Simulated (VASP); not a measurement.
# Pd (Fm-3m) in VASP: notebook

The runs below take Pd through single point, relaxation of cell and atoms, with LDA.

Program: VASP 6.6.1. These are calculated values, not measurements. Logs are shortened: lines on timing, memory, paths and dates and some standing lists are left out, and cuts for length are marked.

## 1. The cell of the first run

The structure is cubic, space group Fm-3m (No. 225). Conventional cell: a = 3.839 Å, b = 3.839 Å, c = 3.839 Å, α = 90.00°, β = 90.00°, γ = 90.00°. Within 3.6 Å of Pd (site symmetry m-3m) lie 12 Pd at 2.71 Å.

## 2. Single point, LDA

Contents of INCAR:

```
PREC = Accurate
ENCUT = 520
EDIFF = 1E-6
ISMEAR = 0
SIGMA = 0.1
LREAL = F
LASPH = T
NELM = 100
ALGO = Normal
ISIF = 2
LWAVE = F
LCHARG = T
GGA = CA
LELF = T
LVHAR = T
NBANDS = 11
```

Contents of KPOINTS:

```
Automatic mesh
0
Gamma
  18 18 18
```

Contents of POSCAR:

```
Pd
1.0
    0.0000000000      1.9195210037      1.9195210037
    1.9195210037      0.0000000000      1.9195210037
    1.9195210037      1.9195210037      0.0000000000
Pd
1
Direct
    0.0000000000      0.0000000000      0.0000000000
```

Potentials or basis: VASP PAW LDA potentials, release 64 (Pd).

Launch:

```
$ cat potpaw_LDA.64/Pd/POTCAR > POTCAR
$ mpirun -np 1 vasp_std > vasp.out
```

OUTCAR:

```text
PREC = Accurate
   ENCUT = 520
   EDIFF = 1E-6
   ISMEAR = 0
   LREAL = F
   LASPH = T
   NELM = 100
   ISIF = 2
   GGA = CA

 ion  position               nearest neighbor table
   1  0.000  0.000  0.000-

  LATTYP: Found a face centered cubic cell.
 ALAT       =     3.8390420074

  Lattice vectors:

 A1 = (   0.0000000000,   1.9195210037,   1.9195210037)
 A2 = (   1.9195210037,   0.0000000000,   1.9195210037)
 A3 = (   1.9195210037,   1.9195210037,   0.0000000000)

Analysis of symmetry for initial positions (statically):
=====================================================================
 Subroutine PRICEL returns:
 Original cell was already a primitive cell.

 Routine SETGRP: Setting up the symmetry group for a
 face centered cubic supercell.

 Subroutine GETGRP returns: Found 48 space group operations
 (whereof 48 operations were pure point group operations)
 out of a pool of 48 trial point group operations.

The static configuration has the point symmetry O_h .

Analysis of symmetry for dynamics (positions and initial velocities):
=====================================================================
 Subroutine PRICEL returns:
 Original cell was already a primitive cell.

 Routine SETGRP: Setting up the symmetry group for a
 face centered cubic supercell.

 Subroutine GETGRP returns: Found 48 space group operations
 (whereof 48 operations were pure point group operations)
 out of a pool of 48 trial point group operations.

The dynamic configuration has the point symmetry O_h .

 Subroutine INISYM returns: Found 48 space group operations
 (whereof 48 operations are pure point group operations),
 and found     1 'primitive' translations

----------------------------------------------------------------------------------------

                                     Primitive cell

  volume of cell :      14.1452

  direct lattice vectors                    reciprocal lattice vectors
     0.000000000  1.919521004  1.919521004    -0.260481651  0.260481651  0.260481651
     1.919521004  0.000000000  1.919521004     0.260481651 -0.260481651  0.260481651
     1.919521004  1.919521004  0.000000000     0.260481651  0.260481651 -0.260481651

  length of vectors
     2.714612637  2.714612637  2.714612637     0.451167454  0.451167454  0.451167454

  position of ions in fractional coordinates (direct lattice)
     0.000000000  0.000000000  0.000000000

  ion indices of the primitive-cell ions
   primitive index   ion index
                 1           1

----------------------------------------------------------------------------------------

 KPOINTS: Automatic mesh

Automatic generation of k-mesh.
 Grid dimensions read from file:
 generate k-points for:   18   18   18

 Generating k-lattice:

  Cartesian coordinates                     Fractional coordinates (reciprocal lattice)
    -0.014471203  0.014471203  0.014471203     0.055555556  0.000000000  0.000000000
     0.014471203 -0.014471203  0.014471203     0.000000000  0.055555556  0.000000000
     0.014471203  0.014471203 -0.014471203     0.000000000  0.000000000  0.055555556

  Length of vectors
     0.025064859  0.025064859  0.025064859

  Shift w.r.t. Gamma in fractional coordinates (k-lattice)
     0.000000000  0.000000000  0.000000000

 Subroutine IBZKPT returns following result:
 ===========================================

 Found    195 irreducible k-points:

 Following reciprocal coordinates:
            Coordinates               Weight
  0.000000  0.000000  0.000000      1.000000
  0.055556  0.000000  0.000000      8.000000
  0.111111  0.000000  0.000000      8.000000
  0.166667  0.000000  0.000000      8.000000
  0.222222  0.000000  0.000000      8.000000
  0.277778  0.000000  0.000000      8.000000
[... 16 lines left out ...]
 -0.277778  0.055556  0.000000     24.000000
 -0.222222  0.055556  0.000000     24.000000
 [... further k-points ...]
   k-points           NKPTS =    195   k-points in BZ     NKDIM =    195   number of bands    NBANDS=     11
   number of dos      NEDOS =    301   number of ions     NIONS =      1
   total plane-waves  NPLWV =   8000
   dimension x,y,z NGX =    20 NGY =   20 NGZ =   20
   dimension x,y,z NGXF=    40 NGYF=   40 NGZF=   40
   ions per type =               1
   NGX,Y,Z   is equivalent  to a cutoff of  12.25, 12.25, 12.25 a.u.
   NGXF,Y,Z  is equivalent  to a cutoff of  24.50, 24.50, 24.50 a.u.
 SYSTEM =  unknown system
   PREC   = accura    normal or accurate (medium, high low for compatibility)
   ISTART =      0    job   : 0-new  1-cont  2-samecut
   ICHARG =      2    charge: 1-file 2-atom 10-const
   ISPIN  =      1    spin polarized calculation?
   LNONCOLLINEAR =      F non collinear calculations
   LSORBIT =      F    spin-orbit coupling
   LASPH  =      T    aspherical Exc in radial PAW
   ENCUT  =  520.0 eV  38.22 Ry    6.18 a.u.   5.05  5.05  5.05*2*pi/ulx,y,z
   NELM   =    100;   NELMIN=  2; NELMDL= -5     # of ELM steps
   EDIFF  = 0.1E-05   stopping-criterion for ELM
   LREAL  =      F    real-space projection
   EDIFFG = 0.1E-04   stopping-criterion for IOM
   NSW    =      0    number of steps for IOM
   IBRION =     -1    ionic relax: 0-MD 1-quasi-New 2-CG
   NFREE  =      0    steps in history (QN), initial steepest desc. (CG)
   ISIF   =      2    stress and relaxation
   ISYM   =      2    0-nonsym 1-usesym 2-fastsym
   POTIM  = 0.5000    time-step for ionic-motion
   TEBEG  =    0.0;   TEEND  =   0.0 temperature during run
   PSTRESS=    0.0 pullay stress
   NELECT =      10.0000    total number of electrons
   NUPDOWN=      -1.0000    fix difference up-down
   EMIN   =  10.00;   EMAX   =-10.00  energy-range for DOS
   EFERMI =   0.00;   METHOD = LEGACY
   ISMEAR =     0;   SIGMA  =   0.10  broadening in eV -4-tet -1-fermi 0-gaus
   EFERMI_NEDOS =   21; number of points for ismear=-14 and -15
   IALGO  =     38    algorithm
   IMIX   =      4    mixing-type and parameters
     AMIX     =   0.40;   BMIX     =  1.00
     AMIX_MAG =   1.60;   BMIX_MAG =  1.00
  volume/ion in A,a.u.               =      14.15        95.46
  Fermi-wavevector in a.u.,A,eV,Ry     =   1.458384  2.755947 28.938022  2.126885
  Thomas-Fermi vector in A             =   2.575075
   LORBIT       =      0    0 simple, 1 ext, 2 COOP (PROOUT), +10 PAW based schemes
   GGA     = CA    functional components
   LHFCALC =     F    Hartree Fock is set to
   AEXX    =    0.0000 exact exchange contribution
   IVDW    =     0    specifies the selected vdW correction
   LEPSILON=     F    determine dielectric tensor
   LRPA    =     F    only Hartree local field effects (RPA)
 non-spin polarized calculation
 Gauss-broadening in eV      SIGMA  =   0.10
  energy-cutoff  :      520.00
  volume of cell :       14.15
 maximum number of plane-waves:       392
   NGX =  9   NGY =  9   NGZ =  9

 number of electron      10.0000005 magnetization

 Free energy of the ion-electron system (eV)
  ---------------------------------------------------
  ext. energy  EPLUGINS =         0.00000000
  ---------------------------------------------------
  free energy    TOTEN  =        -6.50355291 eV

  energy without entropy =       -6.49251644  energy(sigma->0) =       -6.49803467

 E-fermi :  10.3328     XC(G=0): -13.7744

 val. band max:       10.3309398659   @ k =  -0.4444   0.3889   0.1111
 cond. band min:      10.3365155763   @ k =   0.5000   0.1111   0.0000
 fundamental gap:      0.0055757104
 Fermi energy:        10.3327904266

 k-point     1 :       0.0000    0.0000    0.0000
  band No.  band energies     occupation
      1       2.7594      2.00000
      2       7.2582      2.00000
      3       7.2582      2.00000
      4       7.2582      2.00000
      5       9.0210      2.00000
      6       9.0210      2.00000
      7      27.4647      0.00000
      8      32.4269      0.00000
      9      32.4269      0.00000
     10      32.4269      0.00000
     11      35.9480      0.00000

 k-point     2 :       0.0556    0.0000    0.0000
  band No.  band energies     occupation
      1       2.8762      2.00000
      2       7.2141      2.00000
      3       7.3003      2.00000
      4       7.3003      2.00000
      5       8.9998      2.00000
      6       8.9998      2.00000
      7      27.6019      0.00000
      8      31.6825      0.00000
      9      32.5714      0.00000
     10      32.5714      0.00000
     11      35.9667      0.00000

 k-point     3 :       0.1111    0.0000    0.0000
  band No.  band energies     occupation
      1       3.2133      2.00000
      2       7.1045      2.00000
      3       7.4105      2.00000
      4       7.4105      2.00000
      5       8.9550      2.00000
      6       8.9550      2.00000
      7      27.9309      0.00000
      8      30.1488      0.00000
      9      32.9847      0.00000
     10      32.9847      0.00000
     11      35.9802      0.00000

 k-point     4 :       0.1667    0.0000    0.0000
  band No.  band energies     occupation
      1       3.7200      2.00000
      2       7.0018      2.00000
      3       7.5348      2.00000
      4       7.5348      2.00000
      5       8.9461      2.00000
      6       8.9461      2.00000
      7      27.8093      0.00000
      8      28.8643      0.00000
      9      33.5970      0.00000
     10      33.5970      0.00000
     11      36.0270      0.00000

 k-point     5 :       0.2222    0.0000    0.0000
  band No.  band energies     occupation
      1       4.2701      2.00000
      2       7.0548      2.00000
      3       7.5901      2.00000
      4       7.5901      2.00000
      5       9.0582      2.00000
      6       9.0582      2.00000
      7      26.1299      0.00000
      8      28.7512      0.00000
      9      34.2314      0.00000
     10      34.2314      0.00000
     11      35.9781      0.00000

 k-point     6 :       0.2778    0.0000    0.0000
  band No.  band energies     occupation
      1       4.6455      2.00000
      2       7.4929      2.00000
      3       7.5406      2.00000
      4       7.5406      2.00000
      5       9.3196      2.00000
      6       9.3196      2.00000
      7      24.1299      0.00000
      8      28.4135      0.00000
      9      34.3353      0.00000
     10      34.3353      0.00000
     11      35.9946      0.00000

 k-point     7 :       0.3333    0.0000    0.0000
  band No.  band energies     occupation
      1       4.7504      2.00000
      2       7.4321      2.00000
      3       7.4321      2.00000
      4       8.3965      2.00000
      5       9.6623      2.00000
      6       9.6623      2.00000
      7      22.0810      0.00000
      8      27.8480      0.00000
      9      33.5078      0.00000
     10      33.5078      0.00000
     11      36.0180      0.00000

 k-point     8 :       0.3889    0.0000    0.0000
  band No.  band energies     occupation
      1       4.7136      2.00000
      2       7.3209      2.00000
      3       7.3209      2.00000
      4       9.5653      2.00000
      5       9.9924      2.00000
      6       9.9924      2.00000
      7      20.1401      0.00000
      8      27.3202      0.00000
      9      32.5492      0.00000
     10      32.5492      0.00000
     11      35.9632      0.00000
[... 141 lines left out ...]
 k-point    19 :       0.5000    0.0556    0.0000
  band No.  band energies     occupation
      1       4.7148      2.00000
      2       7.1491      2.00000
      3       7.2900      2.00000
      4       9.6632      2.00000
      5      10.3205      1.13761
      6      11.8227      0.00000
      7      17.9931      0.00000
      8      26.9577      0.00000
      9      31.2739      0.00000
     10      31.3721      0.00000
     11      35.9769      0.00000

 k-point    20 :      -0.4444    0.0556    0.0000
  band No.  band energies     occupation
      1       4.7243      2.00000
      2       7.1684      2.00000
      3       7.2894      2.00000
      4       9.6601      2.00000
      5      10.2059      1.92715
      6      11.6970      0.00000
      7      18.2294      0.00000
      8      26.9914      0.00000
      9      31.0535      0.00000
     10      31.7721      0.00000
     11      35.9758      0.00000

 k-point    21 :      -0.3889    0.0556    0.0000
  band No.  band energies     occupation
      1       4.7768      2.00000
      2       7.2432      2.00000
      3       7.3442      2.00000
      4       9.2458      2.00000
      5       9.9391      2.00000
      6      10.9898      0.00000
      7      19.5882      0.00000
      8      27.2511      0.00000
      9      31.2503      0.00000
     10      32.6192      0.00000
     11      35.9726      0.00000

 k-point    22 :      -0.3333    0.0556    0.0000
  band No.  band energies     occupation
      1       4.8348      2.00000
      2       7.3548      2.00000
      3       7.4447      2.00000
      4       8.4368      2.00000
      5       9.5746      2.00000
      6      10.3377      0.94441
      7      21.4612      0.00000
      8      27.7021      0.00000
      9      31.7800      0.00000
     10      33.8653      0.00000
     11      35.9635      0.00000

 k-point    23 :      -0.2778    0.0556    0.0000
  band No.  band energies     occupation
      1       4.8018      2.00000
      2       7.4138      2.00000
      3       7.5644      2.00000
      4       7.6428      2.00000
      5       9.1892      2.00000
      6       9.8392      2.00000
      7      23.5070      0.00000
      8      28.2459      0.00000
      9      32.4677      0.00000
     10      35.4167      0.00000
     11      35.6951      0.00000

 k-point    24 :      -0.2222    0.0556    0.0000
  band No.  band energies     occupation
      1       4.5227      2.00000
      2       7.0123      2.00000
      3       7.6103      2.00000
      4       7.6475      2.00000
      5       8.8801      2.00000
      6       9.4490      2.00000
      7      25.5442      0.00000
      8      28.6707      0.00000
      9      32.9193      0.00000
     10      35.1847      0.00000
     11      35.6864      0.00000

 [... further k-points ...]
[... 5 lines left out ...]
  --------------------------------------------------------------------------------------
  -------------------------------------------------------------------------------------
  Total        0.0236961      0.0236961      0.0236961     -0.0000000      0.0000000      0.0000000
  in kB        2.6839743      2.6839743      2.6839743     -0.0000000      0.0000000      0.0000000
  external PRESSURE =       2.6839743 kB  Pullay stress =       0.0000000 kB

 VOLUME and BASIS-vectors are now :
 -----------------------------------------------------------------------------
  energy-cutoff  :      520.00
  volume of cell :       14.15
      direct lattice vectors                 reciprocal lattice vectors
     0.000000000  1.919521004  1.919521004    -0.260481651  0.260481651  0.260481651
     1.919521004  0.000000000  1.919521004     0.260481651 -0.260481651  0.260481651
     1.919521004  1.919521004  0.000000000     0.260481651  0.260481651 -0.260481651

 POSITION                                       TOTAL-FORCE (eV/Angst)
 -----------------------------------------------------------------------------------
      0.00000      0.00000      0.00000         0.000000      0.000000      0.000000
 -----------------------------------------------------------------------------------
    total drift:                                0.000000      0.000000      0.000000

  FREE ENERGIE OF THE ION-ELECTRON SYSTEM (eV)
  ---------------------------------------------------
  free  energy   TOTEN  =        -6.5035529064 eV

  energy  without entropy=       -6.4925164351  energy(sigma->0) =       -6.49803467
```

It took 14 s on 1 thread of Intel Xeon Platinum 8488C (Sapphire Rapids), shared host; peak memory 0.14 GiB.

Results:

* Free energy: -6.5036 eV
* Pressure: 0.3 GPa
* Band gap on the k mesh: zero (band 5 reaches 10.65 eV, above the bottom of band 6 at 8.95 eV)

(Part 1 of 2 ends here.)
